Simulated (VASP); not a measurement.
ZrPbO4: single point with PBE

The system is ZrPbO4.

```
Zr Pb O
1.0
     3.63940    0.00000    0.00000
     0.00000    3.63940    0.00000
     0.00000    0.00000    5.16327
Zr Pb O
1 1 4
Cartesian
  1.8197 1.8197 2.5816
  0.0000 0.0000 0.0000
  1.8197 0.0000 3.8254
  0.0000 1.8197 1.3379
  1.8197 0.0000 1.3379
  0.0000 1.8197 3.8254
```

- Program: VASP 6.6.1
- Task: single point
- Functional: PBE
- Potentials or basis: VASP PAW PBE potentials, release 64 (Zr_sv, Pb_d, O)
- Cutoff: 520 eV
- k mesh: 10 × 10 × 8
- Occupations: gaussian, width 0.1 eV
- Spin: no spin polarisation

```yaml
Pressure: 13.1 GPa
Largest_force: 0.006 eV/Å
Band_gap_on_the_k_mesh: zero (bands 25 and 26 overlap by 0.43 eV)
```

Forces on the atoms (eV/Å):
```
Zr   0.000  0.000  0.000
Pb   0.000  0.000  0.000
O    0.000  0.000 -0.006
O    0.000  0.000  0.006
O    0.000  0.000  0.006
O    0.000  0.000 -0.006
```

Levels at points of the mesh, in eV from the Fermi level:
```tsv
k point	band 22	band 23	band 24	band 25	band 26	band 27	band 28	band 29
(0.00, 0.00, 0.00)	-0.97	-0.53	-0.53	-0.41	-0.35	3.71	4.00	7.21
(0.50, 0.00, 0.00)	-1.87	-1.43	-1.37	-0.33	2.57	3.50	4.08	5.30
(0.50, 0.50, 0.00)	-0.93	-0.36	-0.29	-0.17	-0.17	3.96	5.97	6.16
(0.00, 0.00, 0.50)	-1.50	-1.17	-0.53	-0.53	1.90	3.70	3.74	5.80
(0.50, 0.00, 0.50)	-2.51	-2.25	-1.94	-1.89	3.24	3.82	4.58	6.41
(0.50, 0.50, 0.50)	-1.84	-0.53	-0.50	0.08	2.61	3.72	4.19	5.58
```

Run time: 100 s on 1 thread of Intel(R) Xeon(R) 6975P-C (Granite Rapids), on a shared host, peak memory 0.34 GiB.

Caveat: the cell stands under pressure; spin-orbit coupling is left out, which moves the levels of the heavy elements.
